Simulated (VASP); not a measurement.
# AlN (F-43m) in VASP: a series of runs, part 2 of 2

VASP 6.6.1.

## Step 3: Relaxation of cell and atoms, LDA

This run uses another cell than the first one, of 10.67 Å³/atom, 1.043 times its volume.

INCAR reads:

```
SYSTEM = AlN
PREC = Accurate
ENCUT = 600
EDIFF = 1E-6
ISMEAR = 0
SIGMA = 0.02
LREAL = .FALSE.
LASPH = .TRUE.
NELM = 100
ALGO = Normal
ISIF = 3
LWAVE = .FALSE.
LCHARG = .FALSE.
IBRION = 2
NSW = 70
EDIFFG = -0.005
```

KPOINTS reads:

```
regular mesh
0
G
  10 10 10
  0 0 0
```

POSCAR reads:

```
AlN
1.0
    0.0000000000      2.2015871044      2.2015871044
    2.2015871044      0.0000000000      2.2015871044
    2.2015871044      2.2015871044      0.0000000000
Al N
1 1
Direct
    0.0000000000      0.0000000000      0.0000000000
    0.7500000000      0.7500000000      0.7500000000
```

Potentials or basis: VASP PAW LDA potentials, release 64 (Al, N).

The run is started by

```console
> cat potpaw_LDA.64/Al/POTCAR potpaw_LDA.64/N/POTCAR > POTCAR
> mpirun -np 1 vasp_std > vasp.out
```

OUTCAR:

```text
SYSTEM = AlN
   PREC = Accurate
   ENCUT = 600
   EDIFF = 1E-6
   ISMEAR = 0
   LREAL = .FALSE.
   LASPH = .TRUE.
   NELM = 100
   ISIF = 3
   IBRION = 2
   NSW = 70
   EDIFFG = -0.005

 ion  position               nearest neighbor table
   1  0.000  0.000  0.000-   2 1.91   2 1.91   2 1.91   2 1.91
   2  0.750  0.750  0.750-   1 1.91   1 1.91   1 1.91   1 1.91

  LATTYP: Found a face centered cubic cell.
 ALAT       =     4.4031742088

  Lattice vectors:

 A1 = (   0.0000000000,   2.2015871044,   2.2015871044)
 A2 = (   2.2015871044,   0.0000000000,   2.2015871044)
 A3 = (   2.2015871044,   2.2015871044,   0.0000000000)

Analysis of symmetry for initial positions (statically):
=====================================================================
 Subroutine PRICEL returns:
 Original cell was already a primitive cell.

 Routine SETGRP: Setting up the symmetry group for a
 face centered cubic supercell.

 Subroutine GETGRP returns: Found 24 space group operations
 (whereof 24 operations were pure point group operations)
 out of a pool of 48 trial point group operations.

The static configuration has the point symmetry T_d .

Analysis of symmetry for dynamics (positions and initial velocities):
=====================================================================
 Subroutine PRICEL returns:
 Original cell was already a primitive cell.

 Routine SETGRP: Setting up the symmetry group for a
 face centered cubic supercell.

 Subroutine GETGRP returns: Found 24 space group operations
 (whereof 24 operations were pure point group operations)
 out of a pool of 48 trial point group operations.

The dynamic configuration has the point symmetry T_d .

 Subroutine INISYM returns: Found 24 space group operations
 (whereof 24 operations are pure point group operations),
 and found     1 'primitive' translations

----------------------------------------------------------------------------------------

                                     Primitive cell

  volume of cell :      21.3421

  direct lattice vectors                    reciprocal lattice vectors
     0.000000000  2.201587104  2.201587104    -0.227108888  0.227108888  0.227108888
     2.201587104  0.000000000  2.201587104     0.227108888 -0.227108888  0.227108888
     2.201587104  2.201587104  0.000000000     0.227108888  0.227108888 -0.227108888

  length of vectors
     3.113514342  3.113514342  3.113514342     0.393364134  0.393364134  0.393364134

  position of ions in fractional coordinates (direct lattice)
     0.000000000  0.000000000  0.000000000
     0.750000000  0.750000000  0.750000000

  ion indices of the primitive-cell ions
   primitive index   ion index
                 1           1
                 2           2

----------------------------------------------------------------------------------------

 KPOINTS: regular mesh

Automatic generation of k-mesh.
 Grid dimensions read from file:
 generate k-points for:   10   10   10

 Generating k-lattice:

[... 23 lines left out ...]
  0.500000  0.000000  0.000000      4.000000
[... 16 lines left out ...]
  0.300000  0.300000  0.000000      6.000000
  0.400000  0.300000  0.000000     24.000000
 [... further k-points ...]
   k-points           NKPTS =     47   k-points in BZ     NKDIM =     47   number of bands    NBANDS=      8
   number of dos      NEDOS =    301   number of ions     NIONS =      2
   total plane-waves  NPLWV =  21952
   dimension x,y,z NGX =    28 NGY =   28 NGZ =   28
   dimension x,y,z NGXF=    56 NGYF=   56 NGZF=   56
   ions per type =               1   1
   NGX,Y,Z   is equivalent  to a cutoff of  14.95, 14.95, 14.95 a.u.
   NGXF,Y,Z  is equivalent  to a cutoff of  29.90, 29.90, 29.90 a.u.
 SYSTEM =  AlN
   PREC   = accura    normal or accurate (medium, high low for compatibility)
   ISTART =      0    job   : 0-new  1-cont  2-samecut
   ICHARG =      2    charge: 1-file 2-atom 10-const
   ISPIN  =      1    spin polarized calculation?
   LNONCOLLINEAR =      F non collinear calculations
   LSORBIT =      F    spin-orbit coupling
   LASPH  =      T    aspherical Exc in radial PAW
   ENCUT  =  600.0 eV  44.10 Ry    6.64 a.u.   6.22  6.22  6.22*2*pi/ulx,y,z
   NELM   =    100;   NELMIN=  2; NELMDL= -5     # of ELM steps
   EDIFF  = 0.1E-05   stopping-criterion for ELM
   LREAL  =      F    real-space projection
   EDIFFG = -.5E-02   stopping-criterion for IOM
   NSW    =     70    number of steps for IOM
   IBRION =      2    ionic relax: 0-MD 1-quasi-New 2-CG
   NFREE  =      1    steps in history (QN), initial steepest desc. (CG)
   ISIF   =      3    stress and relaxation
   ISYM   =      2    0-nonsym 1-usesym 2-fastsym
   POTIM  = 0.5000    time-step for ionic-motion
   TEBEG  =    0.0;   TEEND  =   0.0 temperature during run
   PSTRESS=    0.0 pullay stress
   NELECT =       8.0000    total number of electrons
   NUPDOWN=      -1.0000    fix difference up-down
   EMIN   =  10.00;   EMAX   =-10.00  energy-range for DOS
   EFERMI =   0.00;   METHOD = LEGACY
   ISMEAR =     0;   SIGMA  =   0.02  broadening in eV -4-tet -1-fermi 0-gaus
   EFERMI_NEDOS =   21; number of points for ismear=-14 and -15
   IALGO  =     38    algorithm
   IMIX   =      4    mixing-type and parameters
     AMIX     =   0.40;   BMIX     =  1.00
     AMIX_MAG =   1.60;   BMIX_MAG =  1.00
  volume/ion in A,a.u.               =      10.67        72.01
  Fermi-wavevector in a.u.,A,eV,Ry     =   1.180390  2.230614 18.957286  1.393321
  Thomas-Fermi vector in A             =   2.316684
   LORBIT       =      0    0 simple, 1 ext, 2 COOP (PROOUT), +10 PAW based schemes
   GGA     = CA    functional components
   LHFCALC =     F    Hartree Fock is set to
   AEXX    =    0.0000 exact exchange contribution
   IVDW    =     0    specifies the selected vdW correction
   LEPSILON=     F    determine dielectric tensor
   LRPA    =     F    only Hartree local field effects (RPA)
 conjugate gradient relaxation of ions
 non-spin polarized calculation
 Gauss-broadening in eV      SIGMA  =   0.02
  energy-cutoff  :      600.00
  volume of cell :       21.34
 maximum number of plane-waves:       728
 NGX is ok and might be reduce to    28
   NGX = 13   NGY = 13   NGZ = 13

--------------------------------------- Ionic step        1  -------------------------------------------

 number of electron       8.0000000 magnetization

 Free energy of the ion-electron system (eV)
  ---------------------------------------------------
  ext. energy  EPLUGINS =         0.00000000
  ---------------------------------------------------
  free energy    TOTEN  =       -16.35677265 eV

  energy without entropy =      -16.35677265  energy(sigma->0) =      -16.35677265

------------------------ aborting loop because EDIFF is reached ----------------------------------------

  FORCE on cell =-STRESS in cart. coord.  units (eV):
  Direction    XX          YY          ZZ          XY          YZ          ZX
  --------------------------------------------------------------------------------------
  -------------------------------------------------------------------------------------
  Total       -1.0219753     -1.0219753     -1.0219753      0.0000000      0.0000000      0.0000000
  in kB      -76.7208461    -76.7208461    -76.7208461      0.0000000      0.0000000      0.0000000
  external PRESSURE =     -76.7208461 kB  Pullay stress =       0.0000000 kB
[... 59 lines left out ...]
--------------------------------------- Ionic step        3  -------------------------------------------

 number of electron       8.0000000 magnetization

 Free energy of the ion-electron system (eV)
  ---------------------------------------------------
  ext. energy  EPLUGINS =         0.00000000
  ---------------------------------------------------
  free energy    TOTEN  =       -16.37714763 eV

  energy without entropy =      -16.37714763  energy(sigma->0) =      -16.37714763

 E-fermi :   6.0225     XC(G=0): -11.3321

 val. band max:        5.8515072748   @ k =   0.0000   0.0000   0.0000
 cond. band min:       9.0812777894   @ k =   0.5000   0.5000   0.0000
 fundamental gap:      3.2297705146
 Fermi energy:         6.0225231095

 k-point     1 :       0.0000    0.0000    0.0000
  band No.  band energies     occupation
      1      -9.0604      2.00000
      2       5.8515      2.00000
      3       5.8515      2.00000
      4       5.8515      2.00000
      5      10.2214      0.00000
      6      18.3338      0.00000
      7      18.3338      0.00000
      8      18.3338      0.00000
[... 243 lines left out ...]
 k-point    24 :       0.4000    0.3000    0.0000
  band No.  band energies     occupation
      1      -6.9500      2.00000
      2       1.6539      2.00000
      3       4.1120      2.00000
      4       4.4197      2.00000
      5      10.7084      0.00000
      6      15.2869      0.00000
      7      18.1292      0.00000
      8      20.3824      0.00000

 [... further k-points ...]
[... 5 lines left out ...]
  --------------------------------------------------------------------------------------
  -------------------------------------------------------------------------------------
  Total       -0.0062451     -0.0062451     -0.0062451     -0.0000000      0.0000000      0.0000000
  in kB       -0.4875537     -0.4875537     -0.4875537     -0.0000000      0.0000000      0.0000000
  external PRESSURE =      -0.4875537 kB  Pullay stress =       0.0000000 kB
[... 17 lines left out ...]
  FREE ENERGIE OF THE ION-ELECTRON SYSTEM (eV)
  ---------------------------------------------------
  free  energy   TOTEN  =       -16.3771476316 eV

  energy  without entropy=      -16.3771476316  energy(sigma->0) =      -16.37714763

 reached required accuracy - stopping structural energy minimisation
```

Wall time 11 s (1 thread of Intel Xeon Platinum 8488C (Sapphire Rapids), shared host); peak memory 0.14 GiB.

Results:

| Property | Result |
| --- | --- |
| Free energy | -16.3771 eV |
| Relaxed volume | 10.26 Å³/atom |
| Relaxed cell | a = 3.073 Å, b = 3.073 Å, c = 3.073 Å, α = 60.00°, β = 60.00°, γ = 60.00° |
| Space group after relaxing (to 0.05 Å) | F-43m (No. 216) |
| Energy gained by relaxing | 10.2 meV/atom |
| Ionic steps | 3 |
| Pressure after relaxing | 0.0 GPa |
| Band gap on the k mesh | 3.23 eV, indirect (least direct gap 4.37 eV) |

The path:
| step | energy change (eV) | largest force (eV/Å) | pressure (GPa) | volume (Å³) |
| --- | --- | --- | --- | --- |
| 1 | 0.0000 | 0.0000 | -7.67 | 21.34 |
| 2 | -0.0029 | 0.0000 | 8.07 | 19.80 |
| 3 | -0.0204 | 0.0000 | -0.05 | 20.52 |

Final structure:
```
Al N
1.0
     0.00000    2.17304    2.17304
     2.17304    0.00000    2.17304
     2.17304    2.17304    0.00000
Al N
1 1
Direct
  0.00000 0.00000 0.00000
  0.75000 0.75000 0.75000
```

A k mesh can miss the band edges. Expect the measured gap to be larger: semilocal functionals such as LDA lack the derivative discontinuity.
